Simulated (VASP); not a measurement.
# FeO (P-6m2) in VASP: single point with LDA+U

Aim: the single point of FeO with LDA+U.

All numbers are computed with VASP 6.6.1; they aren't measurements. Logs are shortened: lines on timing, memory, paths and dates and some standing lists are left out, and cuts for length are marked.

### Step 1. The cell of the first run

Symmetry: P-6m2, No. 187, hexagonal system. The conventional cell has a = 2.903 Å, b = 2.903 Å, c = 2.833 Å, α = 90.00°, β = 90.00°, γ = 120.00°. Fe (site symmetry -6m2) has 6 O at 2.19 Å and 8 Fe at 2.83 to 2.90 Å within 3.0 Å. Within 3.0 Å of O (site symmetry -6m2) lie 6 Fe at 2.19 Å and 8 O at 2.83 to 2.90 Å.

### Step 2. Single point, LDA+U

The input, INCAR:

```
SYSTEM = FeO
PREC = Accurate
ENCUT = 520
EDIFF = 1E-6
ISMEAR = 0
SIGMA = 0.05
LREAL = .FALSE.
LASPH = .TRUE.
NELM = 150
ALGO = Normal
ISIF = 2
LWAVE = .FALSE.
LCHARG = .FALSE.
LMAXMIX = 4
LDAU = .TRUE.
LDAUTYPE = 2
LDAUL = 2 -1
LDAUU = 1 0
LDAUJ = 0 0
LDAUPRINT = 1
NBANDS = 22
```

The input, KPOINTS:

```
regular mesh
0
G
  7 7 7
  0 0 0
```

The input, POSCAR:

```
FeO
1.0
    2.9029055100      0.0000000000      0.0000000000
   -2.9029055000      5.0279798400      0.0000000000
    0.0000000000      0.0000000000      2.8330919500
Fe O
2 2
Direct
    0.0000000000      0.0000000000      0.0000000000
    0.0000000000      0.5000000000      0.0000000000
    0.6666666667      0.1666666667      0.5000000000
    0.6666666667      0.6666666667      0.5000000000
```

Potentials or basis: VASP PAW LDA potentials, release 64 (Fe, O).

Launch:

```sh
cat potpaw_LDA.64/Fe/POTCAR potpaw_LDA.64/O/POTCAR > POTCAR
mpirun -np 1 vasp_std > vasp.out
```

OUTCAR:

```text
SYSTEM = FeO
   PREC = Accurate
   ENCUT = 520
   EDIFF = 1E-6
   ISMEAR = 0
   LREAL = .FALSE.
   LASPH = .TRUE.
   NELM = 150
   ISIF = 2

 ion  position               nearest neighbor table
   1  0.000  0.000  0.000-   3 2.19   3 2.19   3 2.19   3 2.19   4 2.19   4 2.19   2 2.90   2 2.90
                             2 2.90   2 2.90
   2  0.000  0.500  0.000-   4 2.19   4 2.19   4 2.19   4 2.19   3 2.19   3 2.19   1 2.90   1 2.90
                             1 2.90   1 2.90
   3  0.667  0.167  0.500-   1 2.19   1 2.19   1 2.19   1 2.19   2 2.19   2 2.19
   4  0.667  0.667  0.500-   2 2.19   2 2.19   2 2.19   2 2.19   1 2.19   1 2.19

  LATTYP: Found a simple orthorhombic cell.
 ALAT       =     2.8330919500
 B/A-ratio  =     1.0246421794
 C/A-ratio  =     1.7747323168

  Lattice vectors:

 A1 = (   0.0000000000,   0.0000000000,   2.8330919500)
 A2 = (   2.9029055100,   0.0000000000,   0.0000000000)
 A3 = (   0.0000000100,   5.0279798400,   0.0000000000)

Analysis of symmetry for initial positions (statically):
=====================================================================
 Subroutine PRICEL returns following result:

  LATTYP: Found a hexagonal cell.
 ALAT       =     2.9029055100
 C/A-ratio  =     0.9759504539

  Lattice vectors:

 A1 = (   2.9029055100,   0.0000000000,   0.0000000000)
 A2 = (  -1.4514527500,   2.5139899200,   0.0000000000)
 A3 = (   0.0000000000,   0.0000000000,   2.8330919500)

   2 primitive cells build up your supercell.

 Routine SETGRP: Setting up the symmetry group for a
 simple orthorhombic supercell.

 Subroutine GETGRP returns: Found  4 space group operations
 (whereof  4 operations were pure point group operations)
 out of a pool of  8 trial point group operations.

The static configuration has the point symmetry C_2v.

Analysis of symmetry for dynamics (positions and initial velocities):
=====================================================================
 Subroutine PRICEL returns following result:

  LATTYP: Found a hexagonal cell.
 ALAT       =     2.9029055100
 C/A-ratio  =     0.9759504539

  Lattice vectors:

 A1 = (   2.9029055100,   0.0000000000,   0.0000000000)
 A2 = (  -1.4514527500,   2.5139899200,   0.0000000000)
 A3 = (   0.0000000000,   0.0000000000,   2.8330919500)

   2 primitive cells build up your supercell.

 Routine SETGRP: Setting up the symmetry group for a
 simple orthorhombic supercell.

 Subroutine GETGRP returns: Found  4 space group operations
 (whereof  4 operations were pure point group operations)
 out of a pool of  8 trial point group operations.

The dynamic configuration has the point symmetry C_2v.

 Subroutine INISYM returns: Found  4 space group operations
 (whereof  4 operations are pure point group operations),
 and found     2 'primitive' translations

----------------------------------------------------------------------------------------

                                     Primitive cell

  volume of cell :      20.6756

  direct lattice vectors                    reciprocal lattice vectors
     2.902905510  0.000000000  0.000000000     0.344482449  0.198887034  0.000000000
    -1.451452750  2.513989920  0.000000000     0.000000000  0.397774069  0.000000000
     0.000000000  0.000000000  2.833091950     0.000000000  0.000000000  0.352971248

  length of vectors
[... 114 lines left out ...]
   IVDW    =     0    specifies the selected vdW correction
   LEPSILON=     F    determine dielectric tensor
   LRPA    =     F    only Hartree local field effects (RPA)
 non-spin polarized calculation
 Gauss-broadening in eV      SIGMA  =   0.05
  energy-cutoff  :      520.00
  volume of cell :       41.35
 maximum number of plane-waves:      1132
 NGX is ok and might be reduce to    24
   NGX = 11   NGY = 21   NGZ = 11

atom =   1  type =  1  l = 2

 onsite density matrix

spin component  1

  0.6693 -0.0000 -0.0000  0.0000 -0.0000
 -0.0000  0.5247 -0.0000  0.0000 -0.0000
 -0.0000 -0.0000  0.7516 -0.0000 -0.0007
  0.0000  0.0000 -0.0000  0.5239 -0.0000
 -0.0000 -0.0000 -0.0007 -0.0000  0.6704

spin component  2

  0.6693 -0.0000 -0.0000  0.0000 -0.0000
 -0.0000  0.5247 -0.0000  0.0000 -0.0000
 -0.0000 -0.0000  0.7516 -0.0000 -0.0007
  0.0000  0.0000 -0.0000  0.5239 -0.0000
 -0.0000 -0.0000 -0.0007 -0.0000  0.6704

 occupancies and eigenvectors

  o =  0.5239  v =  0.0000  0.0000 -0.0000 -1.0000  0.0000  0.0000  0.0000  0.0000  0.0000  0.0000      0.0000  0.0000  0.0000  0.0000  0.0000  0.0000  0.0000  0.0000  0.0000  0.0000
  o =  0.5239  v =  0.0000  0.0000  0.0000  0.0000  0.0000  0.0000  0.0000 -0.0000 -1.0000  0.0000      0.0000  0.0000  0.0000  0.0000  0.0000  0.0000  0.0000  0.0000  0.0000  0.0000
  o =  0.5247  v =  0.0000  1.0000 -0.0000  0.0000  0.0000  0.0000  0.0000  0.0000  0.0000  0.0000      0.0000  0.0000  0.0000  0.0000  0.0000  0.0000  0.0000  0.0000  0.0000  0.0000
  o =  0.5247  v =  0.0000  0.0000  0.0000  0.0000  0.0000  0.0000  1.0000 -0.0000  0.0000  0.0000      0.0000  0.0000  0.0000  0.0000  0.0000  0.0000  0.0000  0.0000  0.0000  0.0000
  o =  0.6693  v =  0.0000  0.0000  0.0000  0.0000  0.0000 -1.0000  0.0000 -0.0000 -0.0000 -0.0000      0.0000  0.0000  0.0000  0.0000  0.0000  0.0000  0.0000  0.0000  0.0000  0.0000
  o =  0.6693  v = -1.0000  0.0000 -0.0000 -0.0000 -0.0000  0.0000  0.0000  0.0000  0.0000  0.0000      0.0000  0.0000  0.0000  0.0000  0.0000  0.0000  0.0000  0.0000  0.0000  0.0000
  o =  0.6704  v =  0.0000  0.0000  0.0000  0.0000  0.0000 -0.0000 -0.0000  0.0092 -0.0000  1.0000      0.0000  0.0000  0.0000  0.0000  0.0000  0.0000  0.0000  0.0000  0.0000  0.0000
  o =  0.6704  v = -0.0000 -0.0000  0.0092 -0.0000  1.0000  0.0000  0.0000  0.0000  0.0000  0.0000      0.0000  0.0000  0.0000  0.0000  0.0000  0.0000  0.0000  0.0000  0.0000  0.0000
  o =  0.7516  v =  0.0000 -0.0000 -1.0000  0.0000  0.0092  0.0000  0.0000  0.0000  0.0000  0.0000      0.0000  0.0000  0.0000  0.0000  0.0000  0.0000  0.0000  0.0000  0.0000  0.0000
  o =  0.7516  v =  0.0000  0.0000  0.0000  0.0000  0.0000  0.0000 -0.0000 -1.0000  0.0000  0.0092      0.0000  0.0000  0.0000  0.0000  0.0000  0.0000  0.0000  0.0000  0.0000  0.0000

atom =   2  type =  1  l = 2

 onsite density matrix

spin component  1

  0.6693 -0.0000 -0.0000  0.0000 -0.0000
 -0.0000  0.5247 -0.0000  0.0000 -0.0000
 -0.0000 -0.0000  0.7516 -0.0000 -0.0007
  0.0000  0.0000 -0.0000  0.5239  0.0000
 -0.0000 -0.0000 -0.0007  0.0000  0.6704

spin component  2

  0.6693 -0.0000 -0.0000  0.0000 -0.0000
 -0.0000  0.5247 -0.0000  0.0000 -0.0000
 -0.0000 -0.0000  0.7516 -0.0000 -0.0007
  0.0000  0.0000 -0.0000  0.5239  0.0000
 -0.0000 -0.0000 -0.0007  0.0000  0.6704

 occupancies and eigenvectors

  o =  0.5239  v =  0.0000  0.0000 -0.0000 -1.0000  0.0000  0.0000  0.0000  0.0000  0.0000  0.0000      0.0000  0.0000  0.0000  0.0000  0.0000  0.0000  0.0000  0.0000  0.0000  0.0000
  o =  0.5239  v =  0.0000  0.0000  0.0000  0.0000  0.0000  0.0000  0.0000 -0.0000 -1.0000  0.0000      0.0000  0.0000  0.0000  0.0000  0.0000  0.0000  0.0000  0.0000  0.0000  0.0000
  o =  0.5247  v =  0.0000  1.0000  0.0000  0.0000  0.0000  0.0000  0.0000  0.0000  0.0000  0.0000      0.0000  0.0000  0.0000  0.0000  0.0000  0.0000  0.0000  0.0000  0.0000  0.0000
  o =  0.5247  v =  0.0000  0.0000  0.0000  0.0000  0.0000  0.0000  1.0000  0.0000  0.0000  0.0000      0.0000  0.0000  0.0000  0.0000  0.0000  0.0000  0.0000  0.0000  0.0000  0.0000
  o =  0.6693  v =  0.0000  0.0000  0.0000  0.0000  0.0000 -1.0000  0.0000 -0.0000 -0.0000 -0.0000      0.0000  0.0000  0.0000  0.0000  0.0000  0.0000  0.0000  0.0000  0.0000  0.0000
  o =  0.6693  v = -1.0000  0.0000 -0.0000 -0.0000 -0.0000  0.0000  0.0000  0.0000  0.0000  0.0000      0.0000  0.0000  0.0000  0.0000  0.0000  0.0000  0.0000  0.0000  0.0000  0.0000
  o =  0.6704  v =  0.0000  0.0000  0.0000  0.0000  0.0000 -0.0000 -0.0000  0.0092  0.0000  1.0000      0.0000  0.0000  0.0000  0.0000  0.0000  0.0000  0.0000  0.0000  0.0000  0.0000
  o =  0.6704  v = -0.0000 -0.0000  0.0092  0.0000  1.0000  0.0000  0.0000  0.0000  0.0000  0.0000      0.0000  0.0000  0.0000  0.0000  0.0000  0.0000  0.0000  0.0000  0.0000  0.0000
  o =  0.7516  v =  0.0000 -0.0000 -1.0000  0.0000  0.0092  0.0000  0.0000  0.0000  0.0000  0.0000      0.0000  0.0000  0.0000  0.0000  0.0000  0.0000  0.0000  0.0000  0.0000  0.0000
  o =  0.7516  v =  0.0000  0.0000  0.0000  0.0000  0.0000  0.0000 -0.0000 -1.0000  0.0000  0.0092      0.0000  0.0000  0.0000  0.0000  0.0000  0.0000  0.0000  0.0000  0.0000  0.0000

 number of electron      28.0000010 magnetization

 Free energy of the ion-electron system (eV)
  ---------------------------------------------------
  ext. energy  EPLUGINS =         0.00000000
  ---------------------------------------------------
  free energy    TOTEN  =       -27.95902119 eV

  energy without entropy =      -27.94436362  energy(sigma->0) =      -27.95169241

 E-fermi :   4.6014     XC(G=0): -12.5266

 val. band max:        4.6003087930   @ k =   0.2857   0.0000   0.1429
 cond. band min:       4.6042711931   @ k =  -0.2857   0.1429   0.4286
 fundamental gap:      0.0039624000
 Fermi energy:         4.6014395722

 k-point     1 :       0.0000    0.0000    0.0000
  band No.  band energies     occupation
      1     -15.1026      2.00000
      2     -14.0709      2.00000
      3      -2.7627      2.00000
      4       0.1821      2.00000
      5       0.5641      2.00000
      6       0.5641      2.00000
[... 589 lines left out ...]
     21      13.1405      0.00000
     22      13.9461      0.00000

 [... further k-points ...]

------------------------ aborting loop because EDIFF is reached ----------------------------------------

  FORCE on cell =-STRESS in cart. coord.  units (eV):
  Direction    XX          YY          ZZ          XY          YZ          ZX
  --------------------------------------------------------------------------------------
  -------------------------------------------------------------------------------------
  Total      -10.2295333    -10.3200629    -12.7780569     -0.0000000      0.0000000     -0.0000000
  in kB     -396.3504041   -399.8580368   -495.0947284     -0.0000008      0.0000000     -0.0000000
  external PRESSURE =    -430.4343898 kB  Pullay stress =       0.0000000 kB

 VOLUME and BASIS-vectors are now :
 -----------------------------------------------------------------------------
  energy-cutoff  :      520.00
  volume of cell :       41.35
      direct lattice vectors                 reciprocal lattice vectors
     2.902905510  0.000000000  0.000000000     0.344482449  0.198887034  0.000000000
    -2.902905500  5.027979840  0.000000000     0.000000000  0.198887035  0.000000000
     0.000000000  0.000000000  2.833091950     0.000000000  0.000000000  0.352971248

 POSITION                                       TOTAL-FORCE (eV/Angst)
 -----------------------------------------------------------------------------------
      0.00000      0.00000      0.00000         0.000000      0.007455      0.000000
     -1.45145      2.51399      0.00000         0.000000      0.007455      0.000000
      1.45145      0.83800      1.41655        -0.000000     -0.007455      0.000000
      0.00000      3.35199      1.41655        -0.000000     -0.007455      0.000000
 -----------------------------------------------------------------------------------
    total drift:                               -0.000000     -0.000004      0.000000

  FREE ENERGIE OF THE ION-ELECTRON SYSTEM (eV)
  ---------------------------------------------------
  free  energy   TOTEN  =       -27.9590211896 eV

  energy  without entropy=      -27.9443636232  energy(sigma->0) =      -27.95169241
```

Run time: 48 s. Hardware: 1 thread of Intel Xeon Platinum 8259CL at 2.50GHz (Skylake/Cascade Lake), shared host; peak memory 0.18 GiB.

Results:

* Free energy: -27.9590 eV
* Pressure: -43.0 GPa
* Largest force: 0.007 eV/Å
* Band gap on the k mesh: zero (bands 14 and 15 overlap by 0.44 eV)

Forces on the atoms (eV/Å):
```
Fe   0.000  0.007  0.000
Fe   0.000  0.007  0.000
O    0.000 -0.007  0.000
O    0.000 -0.007  0.000
```

Stress tensor (GPa, compression positive):
```
-39.64   0.00   0.00
  0.00 -39.99   0.00
  0.00   0.00 -49.51
```

Levels at points of the mesh, in eV from the Fermi level:
```csv
k point,band 11,band 12,band 13,band 14,band 15,band 16,band 17,band 18
"(0.00, 0.00, 0.00)",-0.42,-0.24,-0.24,-0.07,0.14,0.26,0.26,0.86
```

Eigenvalues of the final occupation matrices:
| site | spin | trace | eigenvalues |
| --- | --- | --- | --- |
| site 1 d | 1 | 3.14 | 0.52 0.52 0.67 0.67 0.75 |
| site 1 d | 2 | 3.14 | 0.52 0.52 0.67 0.67 0.75 |
| site 2 d | 1 | 3.14 | 0.52 0.52 0.67 0.67 0.75 |
| site 2 d | 2 | 3.14 | 0.52 0.52 0.67 0.67 0.75 |

Caveat: the cell stands under tension; the run has no spin polarisation, though such a crystal can be magnetic; U without spin polarisation on a metal has little footing. Spin polarisation is off, so any magnetic state and its effect on volume and gap are missing.
